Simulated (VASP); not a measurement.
Here is a VASP 6.6.1 calculation.

Contents of INCAR:

```
PREC = Accurate
ENCUT = 520
EDIFF = 1E-6
ISMEAR = 0
SIGMA = 0.1
LREAL = F
LASPH = T
NELM = 60
ALGO = Fast
ISIF = 2
LWAVE = F
LCHARG = T
GGA = PE
LELF = T
LVHAR = T
NBANDS = 20
```

File KPOINTS:

```
Automatic mesh
0
Gamma
  10 10 10
```

POSCAR

```
TlI2
1.0
    0.0000000000      4.0727865677      4.0727865677
    4.0727865677      0.0000000000      4.0727865677
    4.0727865677      4.0727865677      0.0000000000
Tl I
1 2
Direct
    0.0000000000      0.0000000000      0.0000000000
    0.2500000000      0.2500000000      0.2500000000
    0.7500000000      0.7500000000      0.7500000000
```

Potentials or basis: VASP PAW PBE potentials, release 64 (Tl_d, I).

The run is started by

```bash
$ cat potpaw_PBE.64/Tl_d/POTCAR potpaw_PBE.64/I/POTCAR > POTCAR
$ mpirun -np 1 vasp_std > vasp.out
```

Q: Estimate the pressure.

A: 0.0 GPa.

Q: Estimate the band gap on the k mesh.

A: Zero (an odd number of electrons rules out a gap without spin polarisation).

Caveat: spin-orbit coupling is left out, which moves the levels of the heavy elements; an odd number of electrons without spin polarisation forces a metal; a magnetic or distorted state may lie lower.
